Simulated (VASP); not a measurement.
Wanted: the native input for a VASP 6.6.1 run.

```yaml
Task: relaxation of cell and atoms
Functional: r2SCAN
Potentials_or_basis: VASP PAW PBE potentials, release 64 (Mg, Rh_pv)
Cutoff: 600 eV
k_mesh: 14 × 14 × 14
Occupations: gaussian, width 0.1 eV
Spin: no spin polarisation
Dipole_correction: no
Further_INCAR_settings: ALGO = Normal; EDIFF = 1e-06; IBRION = 2; EDIFFG = -0.005; NSW = 100; ISIF = 3
```

MgRh:

```
CELL_PARAMETERS angstrom
3.09920 0.00000 0.00000
0.00000 3.09920 0.00000
0.00000 0.00000 3.09920
ATOMIC_POSITIONS crystal
Mg 0.00000 0.00000 0.00000
Rh 0.50000 0.50000 0.50000
```

One way to write it, as run:

POSCAR

```
MgRh
1.0
    3.0992000000      0.0000000000      0.0000000000
    0.0000000000      3.0992000000      0.0000000000
    0.0000000000      0.0000000000      3.0992000000
Mg Rh
1 1
Direct
    0.0000000000      0.0000000000      0.0000000000
    0.5000000000      0.5000000000      0.5000000000
```

INCAR.step1

```
SYSTEM = MgRh
PREC = Accurate
ENCUT = 600
ISMEAR = 0
SIGMA = 0.1
LREAL = .FALSE.
LASPH = .TRUE.
NELM = 100
GGA = PE
ALGO = Normal
EDIFF = 1E-4
LWAVE = .TRUE.
LCHARG = .FALSE.
```

INCAR.step2

```
SYSTEM = MgRh
PREC = Accurate
ENCUT = 600
EDIFF = 1E-6
ISMEAR = 0
SIGMA = 0.1
LREAL = .FALSE.
LASPH = .TRUE.
NELM = 100
ALGO = Normal
ISIF = 3
LWAVE = .FALSE.
LCHARG = .FALSE.
METAGGA = R2SCAN
LMIXTAU = .TRUE.
IBRION = 2
NSW = 100
EDIFFG = -0.005
ISTART = 1
```

KPOINTS

```
regular mesh
0
G
  14 14 14
  0 0 0
```

Potentials or basis: VASP PAW PBE potentials, release 64 (Mg, Rh_pv).

Command:

```bash
$ cat potpaw_PBE.64/Mg/POTCAR potpaw_PBE.64/Rh_pv/POTCAR > POTCAR
$ cp INCAR.step1 INCAR
$ mpirun -np 1 vasp_std > vasp.out
$ cp INCAR.step2 INCAR
$ mpirun -np 1 vasp_std > vasp.out
```

Results of the run:

```
Relaxed volume                         : 14.73 Å³/atom
Relaxed cell                           : a = 3.089 Å, b = 3.089 Å, c = 3.089 Å, α = 90.00°, β = 90.00°, γ = 90.00°
Space group after relaxing (to 0.05 Å) : Pm-3m (No. 221)
Energy gained by relaxing              : 0.6 meV/atom
Ionic steps                            : 3
Pressure after relaxing                : 0.0 GPa
```

Caveat: the PAW data sets were made with another functional, which shifts forces and pressure a little.

It took 8.5 min on 1 thread of Intel(R) Xeon(R) Platinum 8259CL CPU @ 2.50GHz (Skylake/Cascade Lake), on a shared host, peak memory 0.22 GiB.
